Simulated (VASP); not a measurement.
# YSi11O24 (a cell with a defect) in VASP: a series of runs, part 2 of 2

VASP 6.6.1. The steps go on from the part before.

**3. Single point, PBE**

File INCAR:

```
PREC = Accurate ; ENCUT = 520
EDIFF = 1E-6 ; ISMEAR = -1
SIGMA = 0.01 ; LREAL = Auto
LASPH = T ; NELM = 120
ALGO = Normal ; ISIF = 2
LWAVE = F ; LCHARG = F
GGA = PE ; NBANDS = 124
GGA_COMPAT = F
```

File KPOINTS:

```
Automatic mesh
0
Gamma
  1 1 1
  0.25 0.25 0.25
```

File POSCAR:

```
YSi11O24
1.0
   -2.5104095144      4.3481568267      5.5092742089
    5.0208190287      0.0000000000      5.5092742089
    5.0208190287      8.6963136534      0.0000000000
Si O Y
11 24 1
Direct
    0.3999159983      0.8907828546      0.0502650665
    0.9062681394      0.4286256329      0.2580839100
   -0.0075314717     -0.0104379358      0.2600750043
    0.5050766296      0.4875346225      0.0029942739
    0.0708623693      0.5654954489      0.4462702237
    0.5893695909      0.0582003155      0.2050937717
    0.4053251160      0.9873130045      0.5414050939
    0.9022184744      0.4312251339      0.7760763222
    0.0067038969      0.0054273433      0.7633818181
    0.1111339683      0.5707209944      0.9270144493
    0.6063537532      0.0665965470      0.7314737441
    0.0506618931      0.4902627356      0.3183624566
    0.5462279319      0.9397865221      0.1145028958
    0.0447193799      0.8037818455      0.3950747413
    0.5747539772      0.2850459981      0.1166710322
    0.1758087487     -0.0012894761      0.1154854660
    0.6878230549      0.5308148247      0.3323887911
    0.2812504863      0.4605944629      0.4766354853
    0.8115742557      0.9598223265      0.2208488119
    0.4221256577      0.6562583161      0.0918499863
    0.9380117788      0.1901382727      0.3102075971
    0.4349352595      0.0497772950      0.3647806091
    0.9555767624      0.5014193201      0.0802972239
    0.0790444768      0.4968166062      0.8009304179
    0.5461406273      1.0821594400      0.5830692398
    0.0854595354      0.8077825651      0.8809524505
    0.5865865324      0.2880670045      0.7297294917
    0.1724826462      0.0655532380      0.6133101196
    0.6933017720      0.5362759864      0.8679245312
    0.3322643318      0.4710333431      0.9455968987
    0.8349054157      0.9527191764      0.7250238863
    0.4609042982      0.7551234563      0.6053893184
    0.9338378267      0.1926902528      0.8342264030
    0.4526660196     -0.0346898420      0.8725937153
    0.9046023387      0.5091469011      0.6014899079
    0.4993586831      0.4996089025      0.5466062514
```

Potentials or basis: VASP PAW PBE potentials, release 64 (Si, O, Y_sv).

Run with:

```bash
cat potpaw_PBE.64/Si/POTCAR potpaw_PBE.64/O/POTCAR potpaw_PBE.64/Y_sv/POTCAR > POTCAR
mpirun -np 1 vasp_std > vasp.out
```

OUTCAR:

```text
PREC = Accurate
   ENCUT = 520
   EDIFF = 1E-6
   ISMEAR = -1
   LREAL = Auto
   LASPH = T
   NELM = 120
   ISIF = 2
   GGA = PE

 ion  position               nearest neighbor table
   1  0.400  0.891  0.050-  13 1.62  16 1.62  20 1.62  34 1.63   4 3.01  11 3.08   3 3.08   6 3.14

   2  0.906  0.429  0.258-  17 1.60  23 1.63  12 1.64  21 1.64   3 3.12  10 3.12   5 3.13  36 3.46

   3  0.992  0.990  0.260-  19 1.62  21 1.62  16 1.62  14 1.63   5 3.07   1 3.08   6 3.09   2 3.12

   4  0.505  0.488  0.003-  15 1.61  20 1.63  29 1.63  30 1.63   1 3.01   8 3.07  10 3.10
   5  0.071  0.565  0.446-  18 1.59  12 1.63  14 1.64  35 1.65   8 3.05   3 3.07   2 3.13  36 3.51

   6  0.589  0.058  0.205-  15 1.61  19 1.62  13 1.62  22 1.62   3 3.09   7 3.12   1 3.14
   7  0.405  0.987  0.541-  32 1.60  22 1.63  28 1.63  25 1.66   9 3.05  11 3.08   6 3.12  36 3.46

   8  0.902  0.431  0.776-  29 1.62  33 1.64  35 1.65  24 1.66   5 3.05   9 3.05   4 3.07  10 3.08

   9  0.007  0.005  0.763-  28 1.63  26 1.63  33 1.64  31 1.64  11 2.98   7 3.05   8 3.05  10 3.08
[... 5 lines left out ...]
  12  0.051  0.490  0.318-   5 1.63   2 1.64
  13  0.546  0.940  0.115-   1 1.62   6 1.62
  14  0.045  0.804  0.395-   3 1.63   5 1.64
  15  0.575  0.285  0.117-   4 1.61   6 1.61
  16  0.176  0.999  0.115-   1 1.62   3 1.62
  17  0.688  0.531  0.332-   2 1.60  36 2.12
  18  0.281  0.461  0.477-   5 1.59  36 2.10
  19  0.812  0.960  0.221-   6 1.62   3 1.62
  20  0.422  0.656  0.092-   1 1.62   4 1.63
  21  0.938  0.190  0.310-   3 1.62   2 1.64
  22  0.435  0.050  0.365-   6 1.62   7 1.63
  23  0.956  0.501  0.080-  10 1.62   2 1.63
  24  0.079  0.497  0.801-  10 1.65   8 1.66
  25  0.546  0.082  0.583-  11 1.65   7 1.66  36 2.93
  26  0.085  0.808  0.881-   9 1.63  10 1.63
  27  0.587  0.288  0.730-  11 1.60  36 2.12
  28  0.172  0.066  0.613-   9 1.63   7 1.63
  29  0.693  0.536  0.868-   8 1.62   4 1.63
  30  0.332  0.471  0.946-  10 1.62   4 1.63
  31  0.835  0.953  0.725-  11 1.63   9 1.64
  32  0.461  0.755  0.605-   7 1.60  36 2.09
  33  0.934  0.193  0.834-   9 1.64   8 1.64
[... 211 lines left out ...]
   LORBIT       =      0    0 simple, 1 ext, 2 COOP (PROOUT), +10 PAW based schemes
   GGA     = PE    functional components
   LHFCALC =     F    Hartree Fock is set to
   AEXX    =    0.0000 exact exchange contribution
   IVDW    =     0    specifies the selected vdW correction
   LEPSILON=     F    determine dielectric tensor
   LRPA    =     F    only Hartree local field effects (RPA)
 non-spin polarized calculation
  energy-cutoff  :      520.00
  volume of cell :      481.10
 maximum number of plane-waves:     12934
 NGX is ok and might be reduce to    56
   NGX = 27   NGY = 27   NGZ = 37

 number of electron     199.0000011 magnetization

 Free energy of the ion-electron system (eV)
  ---------------------------------------------------
  ext. energy  EPLUGINS =         0.00000000
  ---------------------------------------------------
  free energy    TOTEN  =      -283.24676091 eV

  energy without entropy =     -283.23285834  energy(sigma->0) =     -283.23980962

 E-fermi :   0.8605     XC(G=0):  -9.0438

 val. band max:        0.8604964466   @ k =   0.2500   0.2500   0.2500
 cond. band min:       6.7698797835   @ k =   0.2500   0.2500   0.2500
 fundamental gap:      5.9093833369
 Fermi energy:         0.8605047606

 k-point     1 :       0.2500    0.2500    0.2500
  band No.  band energies     occupation
      1     -38.1598      2.00000
      2     -18.9093      2.00000
      3     -18.8555      2.00000
      4     -18.7135      2.00000
      5     -18.4872      2.00000
      6     -18.1654      2.00000
[... 103 lines left out ...]
    110       9.4903      0.00000
    111       9.6126      0.00000
 [bands above 111 left out]

------------------------ aborting loop because EDIFF is reached ----------------------------------------

  FORCE on cell =-STRESS in cart. coord.  units (eV):
  Direction    XX          YY          ZZ          XY          YZ          ZX
  --------------------------------------------------------------------------------------
  -------------------------------------------------------------------------------------
  Total        9.8559697      5.8779490      6.4424462     -4.8132308     -2.0115117     -1.3341868
  in kB       32.8228127     19.5750215     21.4549367    -16.0292471     -6.6988305     -4.4431714
  external PRESSURE =      24.6175903 kB  Pullay stress =       0.0000000 kB

 VOLUME and BASIS-vectors are now :
 -----------------------------------------------------------------------------
  energy-cutoff  :      520.00
  volume of cell :      481.10
      direct lattice vectors                 reciprocal lattice vectors
    -2.510409514  4.348156827  5.509274209    -0.099585346  0.057495626  0.090756056
     5.020819029  0.000000000  5.509274209     0.099585346 -0.057495626  0.090756056
     5.020819029  8.696313653  0.000000000     0.049792673  0.086243439 -0.045378028

 POSITION                                       TOTAL-FORCE (eV/Angst)
 -----------------------------------------------------------------------------------
      3.72088      2.17602      7.11081         0.010740     -0.004950      0.012740
      1.17274      6.18497      7.35430        -0.060066      0.001048      0.014721
      3.78270      6.57710     10.91955         0.009083      0.007895     -0.011152
      1.19491      2.22219      5.46857        -0.022057      0.023424     -0.007049
      4.90200      4.18903      3.50587         0.042221     -0.040740     -0.009333
     -0.15761      4.34623      3.56764        -0.018918     -0.011506      0.008407
[... 28 lines left out ...]
      3.30538      9.16410      7.78873        -0.010166     -0.009504      0.006873
      3.99926      6.92475      5.50359        -0.005174      0.007201     -0.002822
 -----------------------------------------------------------------------------------
    total drift:                                0.000011     -0.008468     -0.011581

  FREE ENERGIE OF THE ION-ELECTRON SYSTEM (eV)
  ---------------------------------------------------
  free  energy   TOTEN  =      -283.2467609060 eV

  energy  without entropy=     -283.2328583384  energy(sigma->0) =     -283.23980962
```

stdout:

```text
POSCAR found type information on POSCAR SiO Y
 POSCAR found :  3 types and      36 ions
 scaLAPACK will be used
 LDA part: xc-table for (Slater+PW92), standard interpolation
 POSCAR, INCAR and KPOINTS ok, starting setup
 FFT: planning ... GRIDC
 FFT: planning ... GRID_SOFT
 FFT: planning ... GRID
 WAVECAR not read
 entering main loop
```

It took 7.6 min on 1 thread of Intel Xeon 8259CL, shared host; peak memory 0.56 GiB.

What came out:

```yaml
Free_energy: -283.2468 eV
Pressure: 2.5 GPa
Largest_force: 0.100 eV/Å
Band_gap_on_the_k_mesh: zero (an odd number of electrons rules out a gap without spin polarisation)
```

Forces on the atoms (eV/Å):
```
Si   0.011 -0.005  0.013
Si  -0.060  0.001  0.015
Si   0.009  0.008 -0.011
Si  -0.022  0.023 -0.007
Si   0.042 -0.041 -0.009
Si  -0.019 -0.012  0.008
Si   0.055 -0.075  0.037
Si   0.011 -0.012 -0.009
Si   0.009  0.024  0.022
Si  -0.013 -0.002  0.021
Si  -0.032 -0.014 -0.050
O    0.011 -0.006 -0.009
O    0.015 -0.009 -0.002
O   -0.024  0.005 -0.020
O   -0.007 -0.011 -0.008
O   -0.009  0.008  0.008
O    0.069 -0.002 -0.037
O   -0.043  0.067  0.028
O    0.009  0.012  0.014
O    0.003 -0.006  0.001
O    0.009 -0.018  0.016
O   -0.004  0.023 -0.003
O   -0.003  0.015  0.009
O   -0.005 -0.005  0.002
O    0.003  0.004 -0.004
O   -0.006 -0.006 -0.009
O    0.055 -0.011  0.050
O   -0.018  0.013  0.004
O    0.010  0.009 -0.011
O    0.012 -0.008 -0.009
O   -0.004 -0.002 -0.007
O   -0.044  0.035 -0.049
O   -0.008  0.001 -0.006
O    0.002 -0.001  0.009
O   -0.010 -0.010  0.007
Y   -0.005  0.007 -0.003
```

Stress tensor (GPa, compression positive):
```
 3.28 -1.60 -0.44
-1.60  1.96 -0.67
-0.44 -0.67  2.15
```

Caveat: the k points lie up to 0.92 Å⁻¹ apart, too coarse for converged energies and pressures of a metal; an odd number of electrons without spin polarisation forces a metal; a magnetic or distorted state may lie lower.

**4. Single point, PBE**

File INCAR:

```
SYSTEM = YSi11O24
PREC = Accurate ; ENCUT = 520
EDIFF = 1E-6 ; ISMEAR = -1
SIGMA = 0.01 ; LREAL = Auto
LASPH = .TRUE. ; NELM = 120
ALGO = Normal ; ISIF = 2
LWAVE = .FALSE. ; LCHARG = .TRUE.
GGA = PE ; LELF = .TRUE.
LVHAR = .TRUE. ; NELECT = 198.0
NBANDS = 124 ; GGA_COMPAT = .FALSE.
```

KPOINTS is that of step 3.

File POSCAR:

```
YSi11O24
1.0
   -2.5104095144      4.3481568267      5.5092742089
    5.0208190287      0.0000000000      5.5092742089
    5.0208190287      8.6963136534      0.0000000000
Si O Y
11 24 1
Direct
    0.3972054399      0.8905019519      0.0520574554
    0.9083095205      0.4240735171      0.2568666284
   -0.0098141519     -0.0133873725      0.2608301825
    0.5093122837      0.4892514764     -0.0003392018
    0.0714193099      0.5626922286      0.4457602444
    0.5878206743      0.0609817047      0.2045786094
    0.4083827377      0.9964560431      0.5395356056
    0.9058927817      0.4304589812      0.7762993766
    0.0086308110      0.0065793254      0.7663927166
    0.1126434141      0.5695521088      0.9258997417
    0.6061230198      0.0681325796      0.7350589998
    0.0506154249      0.4863023708      0.3186397263
    0.5402045893      0.9392895418      0.1190787231
    0.0441215010      0.8002646800      0.3950093923
    0.5804032054      0.2851888578      0.1115135810
    0.1720113177     -0.0021829364      0.1154545392
    0.6895417236      0.5275825895      0.3331241164
    0.2855411826      0.4612340956      0.4723881428
    0.8081490495      0.9563534697      0.2234375310
    0.4210281904      0.6555051952      0.0913310184
    0.9347503882      0.1866918604      0.3122461371
    0.4328947452      0.0642275210      0.3634871500
    0.9604895886      0.4944062935      0.0794697165
    0.0842885429      0.4982089105      0.7971929567
    0.5452564604      1.0922521927      0.5847281064
    0.0833121751      0.8066086417      0.8835722847
    0.5855098348      0.2902617770      0.7365218646
    0.1766852929      0.0633744600      0.6171183491
    0.6972011964      0.5408971248      0.8655233466
    0.3371535565      0.4744064146      0.9400526424
    0.8358192975      0.9584970190      0.7250272517
    0.4767921986      0.7625041258      0.5929631390
    0.9357618232      0.1926968922      0.8377058542
    0.4517410181     -0.0333539792      0.8741505955
    0.9090790827      0.5019321659      0.6013779433
    0.4994350996      0.4992957078      0.5490693883
```

Run with:

```bash
cat potpaw_PBE.64/Si/POTCAR potpaw_PBE.64/O/POTCAR potpaw_PBE.64/Y_sv/POTCAR > POTCAR
mpirun -np 1 vasp_std > vasp.out
```

Wall time 12 min (1 thread of Intel Xeon 8259CL, shared host); peak memory 0.56 GiB.

Results (log left out):

* Free energy: -283.9969 eV
* Largest force: 0.089 eV/Å

Forces in eV/Å, atoms in the order of the input:
```
Si   0.013 -0.001 -0.003
Si  -0.033  0.002  0.016
Si  -0.002  0.013  0.005
Si   0.009  0.010 -0.003
Si   0.027 -0.038 -0.017
Si  -0.025 -0.014 -0.022
Si   0.049 -0.053  0.051
Si   0.004 -0.004  0.020
Si   0.000  0.022 -0.007
Si  -0.013 -0.004  0.013
Si  -0.054 -0.021 -0.037
O    0.006 -0.008 -0.006
O    0.013 -0.006 -0.001
O   -0.016 -0.004 -0.018
O   -0.002 -0.007 -0.006
O   -0.003  0.010 -0.002
O    0.061  0.002 -0.029
O   -0.032  0.068  0.028
O    0.009  0.009  0.009
O   -0.010 -0.014  0.000
O    0.003 -0.016  0.012
O   -0.008  0.019  0.011
O    0.001  0.019 -0.004
O   -0.001 -0.004 -0.007
O    0.006 -0.008 -0.007
O   -0.006 -0.003 -0.007
O    0.058 -0.004  0.050
O   -0.002  0.009  0.007
O    0.011  0.004 -0.010
O    0.005  0.008  0.002
O    0.009  0.006 -0.002
O   -0.056  0.024 -0.051
O   -0.003 -0.004  0.002
O   -0.011 -0.005  0.001
O   -0.013  0.001  0.004
Y    0.002 -0.010  0.008
```

Levels at points of the mesh, in eV from the Fermi level:
```
           k point  band 95  band 96  band 97  band 98  band 99  band 100  band 101  band 102  band 103  band 104
(0.25, 0.25, 0.25)    -0.26    -0.21    -0.15    -0.07    -0.01      0.01      6.10      7.01      7.39      7.58
```

Caveat: the k points lie up to 0.92 Å⁻¹ apart, too coarse for converged energies, forces and pressures; the cell carries a net charge on a neutralising background, which shifts energy and pressure; the cell is charged against a uniform background, so pressure and absolute levels hang on convention.

The gap in the log of VASP goes by the Fermi energy; the results here count the filled bands.